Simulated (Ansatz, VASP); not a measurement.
**Pb2O: VASP beside Ansatz**

```
CELL_PARAMETERS angstrom
5.38000 0.00000 0.00000
0.00000 5.38000 0.00000
0.00000 0.00000 5.38000
ATOMIC_POSITIONS crystal
Pb 0.25000 0.25000 0.25000
Pb 0.75000 0.75000 0.25000
Pb 0.25000 0.75000 0.75000
Pb 0.75000 0.25000 0.75000
O 0.00000 0.00000 0.00000
O 0.50000 0.50000 0.50000
```

Alike in both runs: task relaxation of cell and atoms; functional PBE; k mesh 8 × 8 × 8; occupations gaussian, width 0.1 eV; no spin polarisation.

|  | VASP | Ansatz |
| --- | --- | --- |
| version | VASP 6.6.1 | Ansatz 0.2.0 |
| potentials or method | VASP PAW PBE potentials, release 64 (Pb_d, O), cutoff 600 eV | scalar-relativistic, plane waves, PAW |
| valence electrons in the cell | 68 | 68 |

```tsv
	VASP	Ansatz	Ansatz less VASP
gap on the k mesh at the Fermi level, each at its own relaxed structure (eV)	none	none	-
relaxed volume (Å³/atom)	27.36	27.36	-0.002
relaxed length of the cell vector where the two differ most in proportion (Å)	5.475	5.475	-0.0001
```

A gap of «none» marks a metal or a gap that the smearing closes.

Spin-orbit coupling is off throughout.
